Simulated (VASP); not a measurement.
# Si (Fd-3m) in VASP: a series of runs, part 2 of 2

VASP 6.6.1. Earlier steps stand in the parts before.

## Step 3: Single point, PBEsol

Contents of INCAR:

```
ALGO = Normal
EDIFF = 1E-6
ENCUT = 520
GGA = PS
ISIF = 2
ISMEAR = 0
LASPH = T
LCHARG = F
LREAL = F
LWAVE = F
NBANDS = 16
NELM = 80
PREC = Accurate
SIGMA = 0.02
```

Contents of KPOINTS:

```
k-points
0
Gamma
  10 10 8
```

Contents of POSCAR:

```
Si
1.0
    2.5539020566      2.5539020566      0.0000000000
   -2.5539020566      2.5539020566      0.0000000000
    0.0000000000      0.0000000000      5.1078041132
Si
4
Direct
    0.0000000000      0.5000000000      0.2500000000
    0.0000000000      0.0000000000      0.5000000000
    0.5000000000      0.0000000000      0.7500000000
    0.5000000000      0.5000000000      0.0000000000
```

Potentials or basis: VASP PAW PBE potentials, release 64 (Si).

On the command line:

```
$ cat potpaw_PBE.64/Si/POTCAR > POTCAR
$ mpirun -np 1 vasp_std > vasp.out
```

OUTCAR:

```text
EDIFF = 1E-6
   ENCUT = 520
   GGA = PS
   ISIF = 2
   ISMEAR = 0
   LASPH = T
   LREAL = F
   NELM = 80
   PREC = Accurate

 ion  position               nearest neighbor table
   1  0.000  0.500  0.250-   2 2.21   4 2.21   2 2.21   4 2.21
   2  0.000  0.000  0.500-   1 2.21   3 2.21   1 2.21   3 2.21
   3  0.500  0.000  0.750-   2 2.21   4 2.21   4 2.21   2 2.21
   4  0.500  0.500  0.000-   1 2.21   3 2.21   3 2.21   1 2.21

  LATTYP: Found a simple tetragonal cell.
 ALAT       =     3.6117629254
 C/A-ratio  =     1.4142135624

  Lattice vectors:

 A1 = (   2.5539020566,   2.5539020566,   0.0000000000)
 A2 = (  -2.5539020566,   2.5539020566,   0.0000000000)
 A3 = (   0.0000000000,   0.0000000000,   5.1078041132)

Analysis of symmetry for initial positions (statically):
=====================================================================
 Subroutine PRICEL returns following result:

  LATTYP: Found a face centered cubic cell.
 ALAT       =     5.1078041132

  Lattice vectors:

 A1 = (   0.0000000000,  -2.5539020566,  -2.5539020566)
 A2 = (   2.5539020566,   0.0000000000,  -2.5539020566)
 A3 = (   2.5539020566,  -2.5539020566,   0.0000000000)

   2 primitive cells build up your supercell.

 Routine SETGRP: Setting up the symmetry group for a
 simple tetragonal supercell.

 Subroutine GETGRP returns: Found 16 space group operations
 (whereof  8 operations were pure point group operations)
 out of a pool of 16 trial point group operations.

The static configuration has the point symmetry D_2d.
 The point group associated with its full space group is D_4h.

Analysis of symmetry for dynamics (positions and initial velocities):
=====================================================================
 Subroutine PRICEL returns following result:

[... 137 lines left out ...]
   IMIX   =      4    mixing-type and parameters
     AMIX     =   0.40;   BMIX     =  1.00
     AMIX_MAG =   1.60;   BMIX_MAG =  1.00
  volume/ion in A,a.u.               =      16.66       112.41
  Fermi-wavevector in a.u.,A,eV,Ry     =   1.017554  1.922897 14.087678  1.035415
  Thomas-Fermi vector in A             =   2.150961
   LORBIT       =      0    0 simple, 1 ext, 2 COOP (PROOUT), +10 PAW based schemes
   GGA     = PS    functional components
   LHFCALC =     F    Hartree Fock is set to
   AEXX    =    0.0000 exact exchange contribution
   IVDW    =     0    specifies the selected vdW correction
   LEPSILON=     F    determine dielectric tensor
   LRPA    =     F    only Hartree local field effects (RPA)
 non-spin polarized calculation
 Gauss-broadening in eV      SIGMA  =   0.02
  energy-cutoff  :      520.00
  volume of cell :       66.63
 maximum number of plane-waves:      1868
 NGX is ok and might be reduce to    28
   NGX = 13   NGY = 13   NGZ = 19

 number of electron      15.9999999 magnetization

 Free energy of the ion-electron system (eV)
  ---------------------------------------------------
  ext. energy  EPLUGINS =         0.00000000
  ---------------------------------------------------
  free energy    TOTEN  =       -22.04845030 eV

  energy without entropy =      -22.04844498  energy(sigma->0) =      -22.04844764

 E-fermi :   7.8500     XC(G=0): -10.2752

 val. band max:        7.8169483586   @ k =   0.0000   0.0000   0.0000
 cond. band min:       7.8809518742   @ k =   0.0000   0.0000   0.1250
 fundamental gap:      0.0640035157
 Fermi energy:         7.8500409134

 k-point     1 :       0.0000    0.0000    0.0000
  band No.  band energies     occupation
      1      -5.5483      2.00000
      2      -0.6781      2.00000
      3      -0.6781      2.00000
      4       4.4284      2.00000
      5       4.4284      2.00000
      6       7.8169      1.98088
[... 433 lines left out ...]
      3       0.4208      2.00000
      4       3.0134      2.00000
      5       4.8238      2.00000
      6       5.0308      2.00000
[... 8 lines left out ...]
     15      14.6735      0.00000
     16      15.6216      0.00000

 [... further k-points ...]

------------------------ aborting loop because EDIFF is reached ----------------------------------------

  FORCE on cell =-STRESS in cart. coord.  units (eV):
  Direction    XX          YY          ZZ          XY          YZ          ZX
  --------------------------------------------------------------------------------------
  -------------------------------------------------------------------------------------
  Total       10.7053785     10.7053785     10.6959092      0.0000000     -0.0000000     -0.0000000
  in kB      257.4185892    257.4185892    257.1908927      0.0000000     -0.0000000     -0.0000000
  external PRESSURE =     257.3426904 kB  Pullay stress =       0.0000000 kB

 VOLUME and BASIS-vectors are now :
 -----------------------------------------------------------------------------
  energy-cutoff  :      520.00
  volume of cell :       66.63
      direct lattice vectors                 reciprocal lattice vectors
     2.553902057  2.553902057  0.000000000     0.195778847  0.195778847  0.000000000
    -2.553902057  2.553902057  0.000000000    -0.195778847  0.195778847  0.000000000
     0.000000000  0.000000000  5.107804113     0.000000000  0.000000000  0.195778847

 POSITION                                       TOTAL-FORCE (eV/Angst)
 -----------------------------------------------------------------------------------
     -1.27695      1.27695      1.27695        -0.000000      0.000000     -0.000000
      0.00000      0.00000      2.55390         0.000000      0.000000      0.000000
      1.27695      1.27695      3.83085         0.000000     -0.000000     -0.000000
      0.00000      2.55390      0.00000        -0.000000     -0.000000      0.000000
 -----------------------------------------------------------------------------------
    total drift:                               -0.000000      0.000000     -0.000000

  FREE ENERGIE OF THE ION-ELECTRON SYSTEM (eV)
  ---------------------------------------------------
  free  energy   TOTEN  =       -22.0484502972 eV

  energy  without entropy=      -22.0484449756  energy(sigma->0) =      -22.04844764
```

OSZICAR:

```text
N       E                     dE             d eps       ncg     rms          rms(c)
DAV:   1     0.262890020750E+02    0.26289E+02   -0.62540E+03  3360   0.842E+02
DAV:   2    -0.210217040215E+02   -0.47311E+02   -0.43023E+02  4640   0.127E+02
DAV:   3    -0.227480655383E+02   -0.17264E+01   -0.17161E+01  4432   0.227E+01
DAV:   4    -0.227645664220E+02   -0.16501E-01   -0.16496E-01  4312   0.288E+00
DAV:   5    -0.227647956589E+02   -0.22924E-03   -0.22922E-03  4432   0.318E-01    0.891E+00
DAV:   6    -0.222544030236E+02    0.51039E+00   -0.21024E-01  3784   0.226E+00    0.542E+00
DAV:   7    -0.220481338603E+02    0.20627E+00   -0.36995E-01  3768   0.306E+00    0.491E-01
DAV:   8    -0.220483295340E+02   -0.19567E-03   -0.28786E-02  3904   0.901E-01    0.118E-01
DAV:   9    -0.220484261746E+02   -0.96641E-04   -0.54660E-04  4576   0.139E-01    0.865E-02
DAV:  10    -0.220484509987E+02   -0.24824E-04   -0.98751E-05  3904   0.518E-02    0.402E-02
DAV:  11    -0.220484502972E+02    0.70149E-06   -0.23594E-06  4272   0.901E-03
   1 F= -.22048450E+02 E0= -.22048448E+02  d E =-.532153E-05
```

Wall time 1.8 min (1 thread of Intel Xeon Platinum 8488C (Sapphire Rapids), shared host); peak memory 0.22 GiB.

What came out:

```yaml
Free_energy: -22.0485 eV
Pressure: 25.7 GPa
Band_gap_on_the_k_mesh: 0.06 eV
```

Levels at points of the mesh, in eV from the valence-band top:
| k point | band 5 | band 6 | band 7 | band 8 | band 9 | band 10 | band 11 | band 12 |
| --- | --- | --- | --- | --- | --- | --- | --- | --- |
| (0.00, 0.00, 0.00) | -3.39 | 0.00 | 0.00 | 0.00 | 0.16 | 0.16 | 2.57 | 2.57 |
| (0.50, 0.00, 0.00) | -4.56 | -4.56 | -1.55 | -1.55 | 2.37 | 2.37 | 5.10 | 5.10 |
| (0.50, 0.50, 0.00) | -3.39 | -3.39 | -3.39 | -3.39 | 0.16 | 0.16 | 0.16 | 0.16 |
| (0.00, 0.00, 0.50) | -2.28 | -2.28 | -2.28 | -2.28 | 0.83 | 0.83 | 2.82 | 2.82 |
| (0.50, 0.00, 0.50) | -1.36 | -1.36 | -1.36 | -1.36 | 2.12 | 2.12 | 3.13 | 3.13 |
| (0.50, 0.50, 0.50) | -4.76 | -4.76 | -4.76 | -4.76 | 4.14 | 4.14 | 4.14 | 4.14 |

Caveat: the cell stands under pressure; the PAW data sets were made with another functional, which shifts forces and pressure a little. A k mesh can miss the band edges.

## Step 4: Single point, PBEsol (equal strain along all axes, cell held: -4.0 %)

Contents of INCAR:

```
SYSTEM = Si
PREC = Accurate
ENCUT = 520
EDIFF = 1E-6
ISMEAR = 0
SIGMA = 0.02
LREAL = .FALSE.
LASPH = .TRUE.
NELM = 60
ALGO = Normal
ISIF = 2
LWAVE = .FALSE.
LCHARG = .TRUE.
GGA = PS
LELF = .TRUE.
LVHAR = .TRUE.
NBANDS = 16
```

Contents of KPOINTS:

```
regular mesh
0
G
  10 10 8
  0 0 0
```

Contents of POSCAR:

```
Si
1.0
    2.6082403982      2.6082403982      0.0000000000
   -2.6082403982      2.6082403982      0.0000000000
    0.0000000000      0.0000000000      5.2164807965
Si
4
Direct
    0.0000000000      0.5000000000      0.2500000000
    0.0000000000      0.0000000000      0.5000000000
    0.5000000000      0.0000000000      0.7500000000
    0.5000000000      0.5000000000      0.0000000000
```

On the command line:

```
$ cat potpaw_PBE.64/Si/POTCAR > POTCAR
$ mpirun -np 1 vasp_std > vasp.out
```

Wall time 100 s (1 thread of Intel Xeon Platinum 8488C (Sapphire Rapids), shared host); peak memory 0.22 GiB.

Results (log left out):

```
Free energy            : -22.5936 eV
Pressure               : 15.0 GPa
Band gap on the k mesh : 0.21 eV
```

Levels at points of the mesh, in eV from the valence-band top:
```csv
k point,band 5,band 6,band 7,band 8,band 9,band 10,band 11,band 12
"(0.00, 0.00, 0.00)",-3.21,0.00,0.00,0.00,0.32,0.32,2.56,2.56
"(0.50, 0.00, 0.00)",-4.29,-4.29,-1.48,-1.48,2.39,2.39,4.98,4.98
"(0.50, 0.50, 0.00)",-3.21,-3.21,-3.21,-3.21,0.32,0.32,0.32,0.32
"(0.00, 0.00, 0.50)",-2.15,-2.15,-2.15,-2.15,0.90,0.90,2.92,2.92
"(0.50, 0.00, 0.50)",-1.31,-1.31,-1.31,-1.31,1.89,1.89,3.19,3.19
"(0.50, 0.50, 0.50)",-4.45,-4.45,-4.45,-4.45,4.16,4.16,4.16,4.16
```

Caveat: the cell differs from its parent crystal (equal strain along all axes, cell held: -4.0 %); the cell stands under pressure; the PAW data sets were made with another functional, which shifts forces and pressure a little. A k mesh can miss the band edges.

## Step 5: Single point, PBEsol

This run uses another cell than the first one, of 17.74 Å³/atom.

Contents of INCAR:

```
  ALGO = Normal
  EDIFF = 1E-7
  ENCUT = 520
  GGA = PS
  ISIF = 2
  ISMEAR = 0
  LASPH = T
  LCHARG = F
  LREAL = F
  LWAVE = F
  NBANDS = 16
  NELM = 60
  PREC = Accurate
  SIGMA = 0.02
```

Contents of KPOINTS:

```
k-points
0
Gamma
  10 10 8
```

POSCAR is that of step 4.

Potentials or basis: VASP PAW PBE potentials, release 64 (Si).

On the command line:

```
$ cat potpaw_PBE.64/Si/POTCAR > POTCAR
$ mpirun -np 1 vasp_std > vasp.out
```

OUTCAR:

```text
EDIFF = 1E-7
   ENCUT = 520
   GGA = PS
   ISIF = 2
   ISMEAR = 0
   LASPH = T
   LREAL = F
   NELM = 60
   PREC = Accurate

 ion  position               nearest neighbor table
   1  0.000  0.500  0.250-   2 2.26   4 2.26   2 2.26   4 2.26
   2  0.000  0.000  0.500-   1 2.26   3 2.26   1 2.26   3 2.26
   3  0.500  0.000  0.750-   2 2.26   4 2.26   4 2.26   2 2.26
   4  0.500  0.500  0.000-   1 2.26   3 2.26   3 2.26   1 2.26

  LATTYP: Found a simple tetragonal cell.
 ALAT       =     3.6886089451
 C/A-ratio  =     1.4142135624

  Lattice vectors:

 A1 = (   2.6082403982,   2.6082403982,   0.0000000000)
 A2 = (  -2.6082403982,   2.6082403982,   0.0000000000)
 A3 = (   0.0000000000,   0.0000000000,   5.2164807965)

Analysis of symmetry for initial positions (statically):
=====================================================================
 Subroutine PRICEL returns following result:

  LATTYP: Found a face centered cubic cell.
 ALAT       =     5.2164807964

  Lattice vectors:

 A1 = (   0.0000000000,  -2.6082403982,  -2.6082403982)
 A2 = (   2.6082403982,   0.0000000000,  -2.6082403983)
 A3 = (   2.6082403982,  -2.6082403982,   0.0000000000)

   2 primitive cells build up your supercell.

 Routine SETGRP: Setting up the symmetry group for a
 simple tetragonal supercell.

 Subroutine GETGRP returns: Found 16 space group operations
 (whereof  8 operations were pure point group operations)
 out of a pool of 16 trial point group operations.

The static configuration has the point symmetry D_2d.
 The point group associated with its full space group is D_4h.

Analysis of symmetry for dynamics (positions and initial velocities):
=====================================================================
[... 132 lines left out ...]
   NELECT =      16.0000    total number of electrons
   NUPDOWN=      -1.0000    fix difference up-down
   EMIN   =  10.00;   EMAX   =-10.00  energy-range for DOS
   EFERMI =   0.00;   METHOD = LEGACY
   ISMEAR =     0;   SIGMA  =   0.02  broadening in eV -4-tet -1-fermi 0-gaus
   EFERMI_NEDOS =   21; number of points for ismear=-14 and -15
   IALGO  =     38    algorithm
   IMIX   =      4    mixing-type and parameters
     AMIX     =   0.40;   BMIX     =  1.00
     AMIX_MAG =   1.60;   BMIX_MAG =  1.00
  volume/ion in A,a.u.               =      17.74       119.74
  Fermi-wavevector in a.u.,A,eV,Ry     =   0.996354  1.882837 13.506806  0.992722
  Thomas-Fermi vector in A             =   2.128437
   LORBIT       =      0    0 simple, 1 ext, 2 COOP (PROOUT), +10 PAW based schemes
   GGA     = PS    functional components
   LHFCALC =     F    Hartree Fock is set to
   AEXX    =    0.0000 exact exchange contribution
   IVDW    =     0    specifies the selected vdW correction
   LEPSILON=     F    determine dielectric tensor
   LRPA    =     F    only Hartree local field effects (RPA)
 non-spin polarized calculation
 Gauss-broadening in eV      SIGMA  =   0.02
  energy-cutoff  :      520.00
  volume of cell :       70.97
 maximum number of plane-waves:      1964
 NGX is ok and might be reduce to    28
   NGX = 13   NGY = 13   NGZ = 19

 number of electron      15.9999998 magnetization

 Free energy of the ion-electron system (eV)
  ---------------------------------------------------
  ext. energy  EPLUGINS =         0.00000000
  ---------------------------------------------------
  free energy    TOTEN  =       -22.59363767 eV

  energy without entropy =      -22.59363767  energy(sigma->0) =      -22.59363767

 E-fermi :   7.1916     XC(G=0): -10.0236

 val. band max:        7.0826681126   @ k =   0.0000   0.0000   0.0000
 cond. band min:       7.2955177084   @ k =   0.0000   0.0000   0.1250
 fundamental gap:      0.2128495958
 Fermi energy:         7.1915631454

 k-point     1 :       0.0000    0.0000    0.0000
  band No.  band energies     occupation
      1      -5.7863      2.00000
      2      -1.1687      2.00000
      3      -1.1687      2.00000
      4       3.8773      2.00000
      5       3.8773      2.00000
      6       7.0826      2.00000
[... 433 lines left out ...]
      3      -0.1254      2.00000
      4       2.5800      2.00000
      5       4.2518      2.00000
      6       4.3868      2.00000
[... 8 lines left out ...]
     15      13.7564      0.00000
     16      14.5977      0.00000

 [... further k-points ...]
[... 5 lines left out ...]
  --------------------------------------------------------------------------------------
  -------------------------------------------------------------------------------------
  Total        6.6384591      6.6384591      6.6306516      0.0000000      0.0000000     -0.0000000
  in kB      149.8563060    149.8563060    149.6800588      0.0000000      0.0000000     -0.0000000
  external PRESSURE =     149.7975569 kB  Pullay stress =       0.0000000 kB

 VOLUME and BASIS-vectors are now :
 -----------------------------------------------------------------------------
  energy-cutoff  :      520.00
  volume of cell :       70.97
      direct lattice vectors                 reciprocal lattice vectors
     2.608240398  2.608240398  0.000000000     0.191700121  0.191700121  0.000000000
    -2.608240398  2.608240398  0.000000000    -0.191700121  0.191700121  0.000000000
     0.000000000  0.000000000  5.216480796     0.000000000  0.000000000  0.191700121

 POSITION                                       TOTAL-FORCE (eV/Angst)
 -----------------------------------------------------------------------------------
     -1.30412      1.30412      1.30412        -0.000000     -0.000000      0.000000
      0.00000      0.00000      2.60824        -0.000000      0.000000     -0.000000
      1.30412      1.30412      3.91236         0.000000      0.000000     -0.000000
      0.00000      2.60824      0.00000        -0.000000     -0.000000     -0.000000
 -----------------------------------------------------------------------------------
    total drift:                               -0.000000      0.000000     -0.000000

  FREE ENERGIE OF THE ION-ELECTRON SYSTEM (eV)
  ---------------------------------------------------
  free  energy   TOTEN  =       -22.5936376724 eV

  energy  without entropy=      -22.5936376724  energy(sigma->0) =      -22.59363767
```

OSZICAR:

```text
N       E                     dE             d eps       ncg     rms          rms(c)
DAV:   1     0.256975525831E+02    0.25698E+02   -0.61161E+03  3360   0.831E+02
DAV:   2    -0.213998152207E+02   -0.47097E+02   -0.42927E+02  4608   0.126E+02
DAV:   3    -0.231886777565E+02   -0.17889E+01   -0.17781E+01  4400   0.227E+01
DAV:   4    -0.232065215371E+02   -0.17844E-01   -0.17840E-01  4232   0.297E+00
DAV:   5    -0.232067875245E+02   -0.26599E-03   -0.26598E-03  4440   0.338E-01    0.822E+00
DAV:   6    -0.227741596794E+02    0.43263E+00   -0.17423E-01  3776   0.202E+00    0.498E+00
DAV:   7    -0.225928661941E+02    0.18129E+00   -0.31664E-01  3896   0.279E+00    0.390E-01
DAV:   8    -0.225934881400E+02   -0.62195E-03   -0.24079E-02  3968   0.811E-01    0.109E-01
DAV:   9    -0.225936037689E+02   -0.11563E-03   -0.47250E-04  4544   0.129E-01    0.815E-02
DAV:  10    -0.225936386815E+02   -0.34913E-04   -0.89036E-05  3896   0.483E-02    0.366E-02
DAV:  11    -0.225936379170E+02    0.76456E-06   -0.19576E-06  4424   0.816E-03    0.288E-03
DAV:  12    -0.225936377796E+02    0.13733E-06   -0.86831E-08  3032   0.165E-03    0.378E-03
DAV:  13    -0.225936376694E+02    0.11028E-06   -0.12533E-07  3504   0.211E-03    0.156E-04
DAV:  14    -0.225936376724E+02   -0.30789E-08   -0.28541E-09  2336   0.337E-04
   1 F= -.22593638E+02 E0= -.22593638E+02  d E =-.577629E-16
```

stdout:

```text
POSCAR found type information on POSCAR Si
 POSCAR found :  1 types and       4 ions
 scaLAPACK will be used
 -----------------------------------------------------------------------------
|                                                                             |
|                                                                             |
|     You enforced a specific xc type in the INCAR file but a different       |
|     I HOPE YOU KNOW WHAT YOU ARE DOING!                                     |
|                                                                             |
 -----------------------------------------------------------------------------

 LDA part: xc-table for (Slater+PW92), standard interpolation
 POSCAR, INCAR and KPOINTS ok, starting setup
 FFT: planning ... GRIDC
 FFT: planning ... GRID_SOFT
 FFT: planning ... GRID
 WAVECAR not read
 entering main loop
```

Run time: 2.1 min. Hardware: 1 thread of Intel Xeon Platinum 8488C (Sapphire Rapids), shared host; peak memory 0.22 GiB.

Results:

```yaml
Free_energy: -22.5936 eV
Pressure: 15.0 GPa
Band_gap_on_the_k_mesh: 0.21 eV
```

Caveat: the cell stands under pressure; the PAW data sets were made with another functional, which shifts forces and pressure a little. A k mesh can miss the band edges.
